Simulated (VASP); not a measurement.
# Ga (Fd-3m) in VASP: single point with PBE

Aim: the single point of Ga with PBE.

Program: VASP 6.6.1. These are calculated values, not measurements. Logs are shortened: lines on timing, memory, paths and dates and some standing lists are left out, and cuts for length are marked.

## (1) The cell of the first run

The structure is cubic, space group Fd-3m (No. 227). The conventional cell has a = 5.881 Å, b = 5.881 Å, c = 5.881 Å, α = 90.00°, β = 90.00°, γ = 90.00°. Ga (site symmetry -43m) has 4 Ga at 2.55 Å within 3.4 Å.

## (2) Single point, PBE

File INCAR:

```
SYSTEM = Ga
  PREC = Accurate
  ENCUT = 500
  EDIFF = 1E-6
  ISMEAR = -1
  SIGMA = 0.1
  LREAL = .FALSE.
  LASPH = .TRUE.
  NELM = 120
  ALGO = Normal
  ISIF = 2
  LWAVE = .FALSE.
  LCHARG = .FALSE.
  GGA = PE
  NBANDS = 20
  GGA_COMPAT = .FALSE.
```

File KPOINTS:

```
regular mesh
0
G
  6 6 6
  0 0 0
```

File POSCAR:

```
Ga
1.0
   -2.9407263083      0.0000000000      2.9407263083
    0.0000000000      2.9407263083      2.9407263083
   -2.9407263083      2.9407263083      0.0000000000
Ga
2
Direct
    0.0000000000      0.0000000000      0.0000000000
    0.2500000000      0.2500000000      0.2500000000
```

Potentials or basis: VASP PAW PBE potentials, release 64 (Ga_d).

Launch:

```
cat potpaw_PBE.64/Ga_d/POTCAR > POTCAR
mpirun -np 1 vasp_std > vasp.out
```

OUTCAR:

```text
SYSTEM = Ga
   PREC = Accurate
   ENCUT = 500
   EDIFF = 1E-6
   ISMEAR = -1
   LREAL = .FALSE.
   LASPH = .TRUE.
   NELM = 120
   ISIF = 2
   GGA = PE

 ion  position               nearest neighbor table
   1  0.000  0.000  0.000-   2 2.55   2 2.55   2 2.55   2 2.55
   2  0.250  0.250  0.250-   1 2.55   1 2.55   1 2.55   1 2.55

  LATTYP: Found a face centered cubic cell.
 ALAT       =     5.8814526166

  Lattice vectors:

 A1 = (  -2.9407263083,   0.0000000000,   2.9407263083)
 A2 = (   0.0000000000,   2.9407263083,   2.9407263083)
 A3 = (  -2.9407263083,   2.9407263083,   0.0000000000)

Analysis of symmetry for initial positions (statically):
=====================================================================
 Subroutine PRICEL returns:
 Original cell was already a primitive cell.

 Routine SETGRP: Setting up the symmetry group for a
 face centered cubic supercell.

 Subroutine GETGRP returns: Found 48 space group operations
 (whereof 24 operations were pure point group operations)
 out of a pool of 48 trial point group operations.

The static configuration has the point symmetry T_d .
 The point group associated with its full space group is O_h .

Analysis of symmetry for dynamics (positions and initial velocities):
=====================================================================
 Subroutine PRICEL returns:
 Original cell was already a primitive cell.

 Routine SETGRP: Setting up the symmetry group for a
 face centered cubic supercell.

 Subroutine GETGRP returns: Found 48 space group operations
 (whereof 24 operations were pure point group operations)
 out of a pool of 48 trial point group operations.

The dynamic configuration has the point symmetry T_d .
 The point group associated with its full space group is O_h .

 Subroutine INISYM returns: Found 48 space group operations
 (whereof 24 operations are pure point group operations),
 and found     1 'primitive' translations

----------------------------------------------------------------------------------------

                                     Primitive cell

  volume of cell :      50.8620

  direct lattice vectors                    reciprocal lattice vectors
    -2.940726308  0.000000000  2.940726308    -0.170026023 -0.170026023  0.170026023
     0.000000000  2.940726308  2.940726308     0.170026023  0.170026023  0.170026023
    -2.940726308  2.940726308  0.000000000    -0.170026023  0.170026023 -0.170026023

  length of vectors
     4.158815028  4.158815028  4.158815028     0.294493711  0.294493711  0.294493711

  position of ions in fractional coordinates (direct lattice)
     0.000000000  0.000000000  0.000000000
     0.250000000  0.250000000  0.250000000

  ion indices of the primitive-cell ions
   primitive index   ion index
                 1           1
                 2           2

----------------------------------------------------------------------------------------

 KPOINTS: regular mesh

Automatic generation of k-mesh.
 Grid dimensions read from file:
 generate k-points for:    6    6    6

 Generating k-lattice:

  Cartesian coordinates                     Fractional coordinates (reciprocal lattice)
    -0.028337671 -0.028337671  0.028337671     0.166666667  0.000000000  0.000000000
     0.028337671  0.028337671  0.028337671     0.000000000  0.166666667  0.000000000
    -0.028337671  0.028337671 -0.028337671     0.000000000  0.000000000  0.166666667

  Length of vectors
     0.049082285  0.049082285  0.049082285

  Shift w.r.t. Gamma in fractional coordinates (k-lattice)
     0.000000000  0.000000000  0.000000000

 Subroutine IBZKPT returns following result:
 ===========================================

 Found     16 irreducible k-points:

 Following reciprocal coordinates:
            Coordinates               Weight
  0.000000  0.000000  0.000000      1.000000
  0.166667  0.000000  0.000000      8.000000
  0.333333  0.000000  0.000000      8.000000
  0.500000  0.000000  0.000000      4.000000
  0.166667  0.166667  0.000000      6.000000
  0.333333  0.166667  0.000000     24.000000
[... 8 lines left out ...]
 -0.333333  0.333333  0.166667     24.000000
 -0.333333  0.500000  0.166667     12.000000
   k-points           NKPTS =     16   k-points in BZ     NKDIM =     16   number of bands    NBANDS=     20
   number of dos      NEDOS =    301   number of ions     NIONS =      2
   total plane-waves  NPLWV =  27000
   dimension x,y,z NGX =    30 NGY =   30 NGZ =   30
   dimension x,y,z NGXF=    60 NGYF=   60 NGZF=   60
   ions per type =               2
   NGX,Y,Z   is equivalent  to a cutoff of  11.99, 11.99, 11.99 a.u.
   NGXF,Y,Z  is equivalent  to a cutoff of  23.98, 23.98, 23.98 a.u.
 SYSTEM =  Ga
   PREC   = accura    normal or accurate (medium, high low for compatibility)
   ISTART =      0    job   : 0-new  1-cont  2-samecut
   ICHARG =      2    charge: 1-file 2-atom 10-const
   ISPIN  =      1    spin polarized calculation?
   LNONCOLLINEAR =      F non collinear calculations
   LSORBIT =      F    spin-orbit coupling
   LASPH  =      T    aspherical Exc in radial PAW
   ENCUT  =  500.0 eV  36.75 Ry    6.06 a.u.   7.58  7.58  7.58*2*pi/ulx,y,z
   NELM   =    120;   NELMIN=  2; NELMDL= -5     # of ELM steps
   EDIFF  = 0.1E-05   stopping-criterion for ELM
   LREAL  =      F    real-space projection
   EDIFFG = 0.1E-04   stopping-criterion for IOM
   NSW    =      0    number of steps for IOM
   IBRION =     -1    ionic relax: 0-MD 1-quasi-New 2-CG
   NFREE  =      0    steps in history (QN), initial steepest desc. (CG)
   ISIF   =      2    stress and relaxation
   ISYM   =      2    0-nonsym 1-usesym 2-fastsym
   POTIM  = 0.5000    time-step for ionic-motion
   TEBEG  =    0.0;   TEEND  =   0.0 temperature during run
   PSTRESS=    0.0 pullay stress
   NELECT =      26.0000    total number of electrons
   NUPDOWN=      -1.0000    fix difference up-down
   EMIN   =  10.00;   EMAX   =-10.00  energy-range for DOS
   EFERMI =   0.00;   METHOD = LEGACY
   ISMEAR =    -1;   SIGMA  =   0.10  broadening in eV -4-tet -1-fermi 0-gaus
   EFERMI_NEDOS =   21; number of points for ismear=-14 and -15
   IALGO  =     38    algorithm
   IMIX   =      4    mixing-type and parameters
     AMIX     =   0.40;   BMIX     =  1.00
     AMIX_MAG =   1.60;   BMIX_MAG =  1.00
  volume/ion in A,a.u.               =      25.43       171.62
  Fermi-wavevector in a.u.,A,eV,Ry     =   1.308985  2.473623 23.312791  1.713442
  Thomas-Fermi vector in A             =   2.439615
   LORBIT       =      0    0 simple, 1 ext, 2 COOP (PROOUT), +10 PAW based schemes
   GGA     = PE    functional components
   LHFCALC =     F    Hartree Fock is set to
   AEXX    =    0.0000 exact exchange contribution
   IVDW    =     0    specifies the selected vdW correction
   LEPSILON=     F    determine dielectric tensor
   LRPA    =     F    only Hartree local field effects (RPA)
 non-spin polarized calculation
  energy-cutoff  :      500.00
  volume of cell :       50.86
 maximum number of plane-waves:      1308
   NGX = 15   NGY = 15   NGZ = 15

 number of electron      26.0000024 magnetization

 Free energy of the ion-electron system (eV)
  ---------------------------------------------------
  ext. energy  EPLUGINS =         0.00000000
  ---------------------------------------------------
  free energy    TOTEN  =        -5.25089085 eV

  energy without entropy =       -5.19645647  energy(sigma->0) =       -5.22367366

 E-fermi :   2.5622     XC(G=0):  -9.2906

 val. band max:        2.4136713565   @ k =   0.5000   0.3333   0.0000
 cond. band min:       2.5657613732   @ k =  -0.1667   0.1667   0.0000
 fundamental gap:      0.1520900167
 Fermi energy:         2.5621635720

 k-point     1 :       0.0000    0.0000    0.0000
  band No.  band energies     occupation
      1     -12.1890      2.00000
      2     -12.1890      2.00000
      3     -12.1890      2.00000
      4     -12.1488      2.00000
      5     -12.1488      2.00000
      6     -11.8462      2.00000
[... 12 lines left out ...]
     19      10.2035      0.00000
     20      13.5971      0.00000

 k-point     2 :       0.1667    0.0000    0.0000
  band No.  band energies     occupation
      1     -12.2080      2.00000
      2     -12.2080      2.00000
      3     -12.1842      2.00000
      4     -12.1199      2.00000
      5     -12.1199      2.00000
      6     -11.8606      2.00000
[... 12 lines left out ...]
     19      11.6403      0.00000
     20      12.2640      0.00000

 k-point     3 :       0.3333    0.0000    0.0000
  band No.  band energies     occupation
      1     -12.2191      2.00000
      2     -12.2191      2.00000
      3     -12.1747      2.00000
      4     -12.0940      2.00000
      5     -12.0940      2.00000
      6     -11.8753      2.00000
[... 12 lines left out ...]
     19      11.9894      0.00000
     20      12.9739      0.00000

 k-point     4 :       0.5000    0.0000    0.0000
  band No.  band energies     occupation
      1     -12.2195      2.00000
      2     -12.2195      2.00000
      3     -12.1699      2.00000
      4     -12.0896      2.00000
      5     -12.0896      2.00000
      6     -11.8853      2.00000
[... 12 lines left out ...]
     19      14.6009      0.00000
     20      15.1508      0.00000

 k-point     5 :       0.1667    0.1667    0.0000
  band No.  band energies     occupation
      1     -12.2126      2.00000
      2     -12.2000      2.00000
      3     -12.2000      2.00000
      4     -12.1235      2.00000
      5     -12.0880      2.00000
      6     -11.9192      2.00000
[... 12 lines left out ...]
     19      10.9249      0.00000
     20      12.2463      0.00000
[... 169 lines left out ...]
      6     -11.9655      2.00000
[... 12 lines left out ...]
     19      15.9505      0.00000
     20      15.9505      0.00000

 k-point    14 :       0.5000    0.3333    0.1667
  band No.  band energies     occupation
      1     -12.2413      2.00000
      2     -12.2412      2.00000
      3     -12.1431      2.00000
      4     -12.0621      2.00000
      5     -12.0074      2.00000
      6     -11.9977      2.00000
[... 12 lines left out ...]
     19      13.5004      0.00000
     20      14.0899      0.00000

 k-point    15 :      -0.3333    0.3333    0.1667
  band No.  band energies     occupation
      1     -12.2576      2.00000
      2     -12.2427      2.00000
      3     -12.1139      2.00000
      4     -12.0377      2.00000
      5     -11.9983      2.00000
      6     -11.9965      2.00000
[... 12 lines left out ...]
     19      12.4360      0.00000
     20      15.7931      0.00000

 k-point    16 :      -0.3333    0.5000    0.1667
  band No.  band energies     occupation
      1     -12.2501      2.00000
      2     -12.2501      2.00000
      3     -12.0887      2.00000
      4     -12.0887      2.00000
      5     -11.9754      2.00000
      6     -11.9754      2.00000
[... 12 lines left out ...]
     19      15.4654      0.00000
     20      15.4654      0.00000

------------------------ aborting loop because EDIFF is reached ----------------------------------------

  FORCE on cell =-STRESS in cart. coord.  units (eV):
  Direction    XX          YY          ZZ          XY          YZ          ZX
  --------------------------------------------------------------------------------------
  -------------------------------------------------------------------------------------
  Total        0.1085083      0.1085083      0.1085083      0.0000000      0.0000000     -0.0000000
  in kB        3.4180598      3.4180598      3.4180598      0.0000000      0.0000000     -0.0000000
  external PRESSURE =       3.4180598 kB  Pullay stress =       0.0000000 kB

 VOLUME and BASIS-vectors are now :
 -----------------------------------------------------------------------------
  energy-cutoff  :      500.00
  volume of cell :       50.86
      direct lattice vectors                 reciprocal lattice vectors
    -2.940726308  0.000000000  2.940726308    -0.170026023 -0.170026023  0.170026023
     0.000000000  2.940726308  2.940726308     0.170026023  0.170026023  0.170026023
    -2.940726308  2.940726308  0.000000000    -0.170026023  0.170026023 -0.170026023

 POSITION                                       TOTAL-FORCE (eV/Angst)
 -----------------------------------------------------------------------------------
      0.00000      0.00000      0.00000         0.000000     -0.000000     -0.000000
     -1.47036      1.47036      1.47036        -0.000000      0.000000      0.000000
 -----------------------------------------------------------------------------------
    total drift:                               -0.000000      0.000000      0.000000

  FREE ENERGIE OF THE ION-ELECTRON SYSTEM (eV)
  ---------------------------------------------------
  free  energy   TOTEN  =        -5.2508908464 eV

  energy  without entropy=       -5.1964564724  energy(sigma->0) =       -5.22367366
```

Run time: 14 s. Hardware: 1 thread of AMD EPYC 7R43 (Zen 3), shared host; peak memory 0.13 GiB.

Results:

```yaml
Free_energy: -5.2509 eV
Pressure: 0.3 GPa
Band_gap_on_the_k_mesh: zero (band 13 reaches 5.30 eV, above the bottom of band 14 at 1.34 eV)
```
